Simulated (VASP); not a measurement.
# La (P6_3/mmc) in VASP: single point with LDA

Aim: the single point of La with LDA.

All numbers are computed with VASP 6.6.1; they aren't measurements. Logs are shortened: lines on timing, memory, paths and dates and some standing lists are left out, and cuts for length are marked.

## (1) The cell of the first run

The structure is hexagonal, space group P6_3/mmc (No. 194). Conventional cell: a = 3.588 Å, b = 3.588 Å, c = 11.545 Å, α = 90.00°, β = 90.00°, γ = 120.00°. Within 4.7 Å of La (site symmetry -3m) lie 12 La at 3.55 to 3.59 Å. La (site symmetry -6m2) has 12 La at 3.55 to 3.59 Å within 4.7 Å.

## (2) Single point, LDA

INCAR reads:

```
SYSTEM = La
PREC     = Accurate       ! precision mode
ENCUT    = 520            ! plane-wave cutoff, eV
EDIFF    = 1E-7           ! SCF threshold, eV
ISMEAR   = -1             ! smearing method
SIGMA    = 0.05           ! smearing width, eV
LREAL    = .FALSE.        ! projectors in reciprocal space
LASPH    = .TRUE.         ! aspherical terms in the spheres
NELM     = 80             ! most SCF steps
ALGO     = Normal         ! electronic algorithm
ISIF     = 2              ! what is computed and relaxed
LWAVE    = .FALSE.        ! write WAVECAR
LCHARG   = .FALSE.        ! write CHGCAR
NBANDS   = 30             ! bands
```

KPOINTS reads:

```
Automatic mesh
0
G
  8 8 2
  0 0 0
```

POSCAR reads:

```
La
1.0
    3.5877992777      0.0000000000      0.0000000000
   -1.7938996388      3.1071253181      0.0000000000
    0.0000000000      0.0000000000     11.5454963750
La
4
Direct
    0.0000000000      0.0000000000      0.0000000000
    0.0000000000      0.0000000000      0.5000000000
    0.3333333333      0.6666666667      0.7500000000
    0.6666666667      0.3333333333      0.2500000000
```

Potentials or basis: VASP PAW LDA potentials, release 64 (La).

Launch:

```sh
$ cat potpaw_LDA.64/La/POTCAR > POTCAR
$ mpirun -np 1 vasp_std > vasp.out
```

OUTCAR:

```text
SYSTEM = La
   PREC = Accurate
   ENCUT = 520
   EDIFF = 1E-7
   ISMEAR = -1
   LREAL = .FALSE.
   LASPH = .TRUE.
   NELM = 80
   ISIF = 2

 ion  position               nearest neighbor table
   1  0.000  0.000  0.000-   3 3.55   4 3.55   3 3.55   4 3.55   4 3.55   3 3.55
   2  0.000  0.000  0.500-   3 3.55   4 3.55   3 3.55   4 3.55   4 3.55   3 3.55
   3  0.333  0.667  0.750-   1 3.55   2 3.55   1 3.55   2 3.55   1 3.55   2 3.55
   4  0.667  0.333  0.250-   1 3.55   2 3.55   1 3.55   2 3.55   1 3.55   2 3.55

  LATTYP: Found a hexagonal cell.
 ALAT       =     3.5877992777
 C/A-ratio  =     3.2179883771

  Lattice vectors:

 A1 = (   3.5877992777,   0.0000000000,   0.0000000000)
 A2 = (  -1.7938996388,   3.1071253181,   0.0000000000)
 A3 = (   0.0000000000,   0.0000000000,  11.5454963750)

Analysis of symmetry for initial positions (statically):
=====================================================================
 Subroutine PRICEL returns:
 Original cell was already a primitive cell.

 Routine SETGRP: Setting up the symmetry group for a
 hexagonal supercell.

 Subroutine GETGRP returns: Found 24 space group operations
 (whereof 12 operations were pure point group operations)
 out of a pool of 24 trial point group operations.

The static configuration has the point symmetry D_3d.
 The point group associated with its full space group is D_6h.

Analysis of symmetry for dynamics (positions and initial velocities):
=====================================================================
 Subroutine PRICEL returns:
 Original cell was already a primitive cell.

 Routine SETGRP: Setting up the symmetry group for a
 hexagonal supercell.

 Subroutine GETGRP returns: Found 24 space group operations
 (whereof 12 operations were pure point group operations)
 out of a pool of 24 trial point group operations.

The dynamic configuration has the point symmetry D_3d.
 The point group associated with its full space group is D_6h.

 Subroutine INISYM returns: Found 24 space group operations
 (whereof 12 operations are pure point group operations),
 and found     1 'primitive' translations

----------------------------------------------------------------------------------------

                                     Primitive cell

  volume of cell :     128.7062

  direct lattice vectors                    reciprocal lattice vectors
     3.587799278  0.000000000  0.000000000     0.278722393  0.160920449  0.000000000
    -1.793899639  3.107125318  0.000000000     0.000000000  0.321840897  0.000000000
     0.000000000  0.000000000 11.545496375     0.000000000  0.000000000  0.086613859

  length of vectors
     3.587799278  3.587799278 11.545496375     0.321840897  0.321840897  0.086613859

  position of ions in fractional coordinates (direct lattice)
     0.000000000  0.000000000  0.000000000
     0.000000000  0.000000000  0.500000000
     0.333333333  0.666666667  0.750000000
     0.666666667  0.333333333  0.250000000

  ion indices of the primitive-cell ions
   primitive index   ion index
                 1           1
                 2           2
                 3           3
                 4           4

----------------------------------------------------------------------------------------

 KPOINTS: Automatic mesh

Automatic generation of k-mesh.
 Grid dimensions read from file:
 generate k-points for:    8    8    2

 Generating k-lattice:

  Cartesian coordinates                     Fractional coordinates (reciprocal lattice)
     0.034840299  0.020115056  0.000000000     0.125000000  0.000000000  0.000000000
     0.000000000  0.040230112  0.000000000     0.000000000  0.125000000  0.000000000
     0.000000000  0.000000000  0.043306930     0.000000000  0.000000000  0.500000000

  Length of vectors
     0.040230112  0.040230112  0.043306930

  Shift w.r.t. Gamma in fractional coordinates (k-lattice)
     0.000000000  0.000000000  0.000000000

 Subroutine IBZKPT returns following result:
 ===========================================

 Found     20 irreducible k-points:

 Following reciprocal coordinates:
            Coordinates               Weight
  0.000000  0.000000  0.000000      1.000000
  0.125000  0.000000  0.000000      6.000000
  0.250000  0.000000  0.000000      6.000000
  0.375000  0.000000  0.000000      6.000000
  0.500000  0.000000  0.000000      3.000000
  0.125000  0.125000  0.000000      6.000000
[... 12 lines left out ...]
  0.250000  0.250000  0.500000      6.000000
  0.375000  0.250000  0.500000      6.000000
   k-points           NKPTS =     20   k-points in BZ     NKDIM =     20   number of bands    NBANDS=     30
   number of dos      NEDOS =    301   number of ions     NIONS =      4
   total plane-waves  NPLWV =  70560
   dimension x,y,z NGX =    28 NGY =   28 NGZ =   90
   dimension x,y,z NGXF=    56 NGYF=   56 NGZF=  180
   ions per type =               4
   NGX,Y,Z   is equivalent  to a cutoff of  12.97, 12.97, 12.96 a.u.
   NGXF,Y,Z  is equivalent  to a cutoff of  25.95, 25.95, 25.92 a.u.
 SYSTEM =  La
   PREC   = accura    normal or accurate (medium, high low for compatibility)
   ISTART =      0    job   : 0-new  1-cont  2-samecut
   ICHARG =      2    charge: 1-file 2-atom 10-const
   ISPIN  =      1    spin polarized calculation?
   LNONCOLLINEAR =      F non collinear calculations
   LSORBIT =      F    spin-orbit coupling
   LASPH  =      T    aspherical Exc in radial PAW
   ENCUT  =  520.0 eV  38.22 Ry    6.18 a.u.   6.67  6.67 21.47*2*pi/ulx,y,z
   NELM   =     80;   NELMIN=  2; NELMDL= -5     # of ELM steps
   EDIFF  = 0.1E-06   stopping-criterion for ELM
   LREAL  =      F    real-space projection
   EDIFFG = 0.1E-05   stopping-criterion for IOM
   NSW    =      0    number of steps for IOM
   IBRION =     -1    ionic relax: 0-MD 1-quasi-New 2-CG
   NFREE  =      0    steps in history (QN), initial steepest desc. (CG)
   ISIF   =      2    stress and relaxation
   ISYM   =      2    0-nonsym 1-usesym 2-fastsym
   POTIM  = 0.5000    time-step for ionic-motion
   TEBEG  =    0.0;   TEEND  =   0.0 temperature during run
   PSTRESS=    0.0 pullay stress
   NELECT =      44.0000    total number of electrons
   NUPDOWN=      -1.0000    fix difference up-down
   EMIN   =  10.00;   EMAX   =-10.00  energy-range for DOS
   EFERMI =   0.00;   METHOD = LEGACY
   ISMEAR =    -1;   SIGMA  =   0.05  broadening in eV -4-tet -1-fermi 0-gaus
   EFERMI_NEDOS =   21; number of points for ismear=-14 and -15
   IALGO  =     38    algorithm
   IMIX   =      4    mixing-type and parameters
     AMIX     =   0.40;   BMIX     =  1.00
     AMIX_MAG =   1.60;   BMIX_MAG =  1.00
  volume/ion in A,a.u.               =      32.18       217.14
  Fermi-wavevector in a.u.,A,eV,Ry     =   1.144702  2.163174 17.828303  1.310343
  Thomas-Fermi vector in A             =   2.281393
   LORBIT       =      0    0 simple, 1 ext, 2 COOP (PROOUT), +10 PAW based schemes
   GGA     = CA    functional components
   LHFCALC =     F    Hartree Fock is set to
   AEXX    =    0.0000 exact exchange contribution
   IVDW    =     0    specifies the selected vdW correction
   LEPSILON=     F    determine dielectric tensor
   LRPA    =     F    only Hartree local field effects (RPA)
 non-spin polarized calculation
  energy-cutoff  :      520.00
  volume of cell :      128.71
 maximum number of plane-waves:      3523
 NGX is ok and might be reduce to    28
   NGX = 13   NGY = 13   NGZ = 43

 number of electron      44.0000002 magnetization

 Free energy of the ion-electron system (eV)
  ---------------------------------------------------
  ext. energy  EPLUGINS =         0.00000000
  ---------------------------------------------------
  free energy    TOTEN  =       -22.37226586 eV

  energy without entropy =      -22.33269693  energy(sigma->0) =      -22.35248139

 E-fermi :   9.1441     XC(G=0): -10.3605

 val. band max:        9.1387379599   @ k =   0.1250   0.0000   0.0000
 cond. band min:       9.1482859279   @ k =   0.2500   0.2500   0.0000
 fundamental gap:      0.0095479680
 Fermi energy:         9.1440721319

 k-point     1 :       0.0000    0.0000    0.0000
  band No.  band energies     occupation
      1     -23.5029      2.00000
      2     -23.3289      2.00000
      3     -23.3229      2.00000
      4     -23.1385      2.00000
      5      -8.2471      2.00000
      6      -7.2649      2.00000
[... 22 lines left out ...]
     29      10.5934      0.00000
     30      10.7008      0.00000

 k-point     2 :       0.1250    0.0000    0.0000
  band No.  band energies     occupation
      1     -23.4607      2.00000
      2     -23.2974      2.00000
      3     -23.2913      2.00000
      4     -23.1191      2.00000
      5      -8.1535      2.00000
      6      -7.3020      2.00000
[... 22 lines left out ...]
     29      10.7280      0.00000
     30      10.8340      0.00000

 k-point     3 :       0.2500    0.0000    0.0000
  band No.  band energies     occupation
      1     -23.3522      2.00000
      2     -23.2201      2.00000
      3     -23.2138      2.00000
      4     -23.0762      2.00000
      5      -7.9056      2.00000
      6      -7.5606      2.00000
[... 22 lines left out ...]
     29      10.5900      0.00000
     30      10.8783      0.00000

 k-point     4 :       0.3750    0.0000    0.0000
  band No.  band energies     occupation
      1     -23.2275      2.00000
      2     -23.1408      2.00000
      3     -23.1342      2.00000
      4     -23.0456      2.00000
      5      -7.9923      2.00000
      6      -7.9693      2.00000
[... 22 lines left out ...]
     29      10.9310      0.00000
     30      10.9585      0.00000

 k-point     5 :       0.5000    0.0000    0.0000
  band No.  band energies     occupation
      1     -23.1636      2.00000
      2     -23.1076      2.00000
      3     -23.1005      2.00000
      4     -23.0436      2.00000
      5      -8.1831      2.00000
      6      -8.1335      2.00000
[... 22 lines left out ...]
     29      10.9559      0.00000
     30      11.0119      0.00000
[... 394 lines left out ...]
     29      10.6639      0.00000
     30      10.6641      0.00000

 k-point    18 :       0.3750    0.1250    0.5000
  band No.  band energies     occupation
      1     -23.1473      2.00000
      2     -23.1473      2.00000
      3     -23.0606      2.00000
      4     -23.0606      2.00000
      5      -7.9788      2.00000
      6      -7.9788      2.00000
[... 22 lines left out ...]
     29      10.8442      0.00000
     30      10.8449      0.00000

 k-point    19 :       0.2500    0.2500    0.5000
  band No.  band energies     occupation
      1     -23.1483      2.00000
      2     -23.1483      2.00000
      3     -23.0600      2.00000
      4     -23.0600      2.00000
      5      -7.7950      2.00000
      6      -7.7950      2.00000
[... 22 lines left out ...]
     29      10.5792      0.00000
     30      10.5793      0.00000

 k-point    20 :       0.3750    0.2500    0.5000
  band No.  band energies     occupation
      1     -23.0988      2.00000
      2     -23.0988      2.00000
      3     -23.0624      2.00000
      4     -23.0624      2.00000
      5      -7.8501      2.00000
      6      -7.8501      2.00000
[... 22 lines left out ...]
     29      10.8046      0.00000
     30      10.8106      0.00000

------------------------ aborting loop because EDIFF is reached ----------------------------------------

  FORCE on cell =-STRESS in cart. coord.  units (eV):
  Direction    XX          YY          ZZ          XY          YZ          ZX
  --------------------------------------------------------------------------------------
  -------------------------------------------------------------------------------------
  Total       -0.0738806     -0.0738806     -0.0869235     -0.0000000      0.0000000      0.0000000
  in kB       -0.9196901     -0.9196901     -1.0820527     -0.0000000      0.0000000      0.0000000
  external PRESSURE =      -0.9738110 kB  Pullay stress =       0.0000000 kB

 VOLUME and BASIS-vectors are now :
 -----------------------------------------------------------------------------
  energy-cutoff  :      520.00
  volume of cell :      128.71
      direct lattice vectors                 reciprocal lattice vectors
     3.587799278  0.000000000  0.000000000     0.278722393  0.160920449  0.000000000
    -1.793899639  3.107125318  0.000000000     0.000000000  0.321840897  0.000000000
     0.000000000  0.000000000 11.545496375     0.000000000  0.000000000  0.086613859

 POSITION                                       TOTAL-FORCE (eV/Angst)
 -----------------------------------------------------------------------------------
      0.00000      0.00000      0.00000         0.000000      0.000000      0.000000
      0.00000      0.00000      5.77275         0.000000      0.000000      0.000000
     -0.00000      2.07142      8.65912        -0.000000      0.000000      0.000000
      1.79390      1.03571      2.88637         0.000000     -0.000000     -0.000000
 -----------------------------------------------------------------------------------
    total drift:                               -0.000000      0.000000      0.000000

  FREE ENERGIE OF THE ION-ELECTRON SYSTEM (eV)
  ---------------------------------------------------
  free  energy   TOTEN  =       -22.3722658552 eV

  energy  without entropy=      -22.3326969328  energy(sigma->0) =      -22.35248139
```

Run time: 76 s. Hardware: 1 thread of Intel Xeon Platinum 8559C (Emerald Rapids), shared host; peak memory 0.24 GiB.

What came out:

- Free energy: -22.3723 eV
- Pressure: -0.1 GPa
- Band gap on the k mesh: zero (band 22 reaches 9.92 eV, above the bottom of band 23 at 8.91 eV)

Levels at points of the mesh, in eV from the Fermi level:
| k point | band 20 | band 21 | band 22 | band 23 | band 24 | band 25 |
| --- | --- | --- | --- | --- | --- | --- |
| (0.00, 0.00, 0.00) | -1.70 | 0.60 | 0.77 | 1.22 | 1.23 | 1.27 |
| (0.50, 0.00, 0.00) | -1.28 | -0.87 | -0.29 | -0.23 | 0.47 | 1.14 |
| (0.00, 0.00, 0.50) | -1.80 | 0.70 | 0.70 | 1.30 | 1.30 | 1.33 |
| (0.50, 0.00, 0.50) | -1.53 | -1.32 | -1.32 | 0.61 | 0.61 | 1.36 |

Caveat: spin-orbit coupling is left out, which moves the levels of the heavy elements.
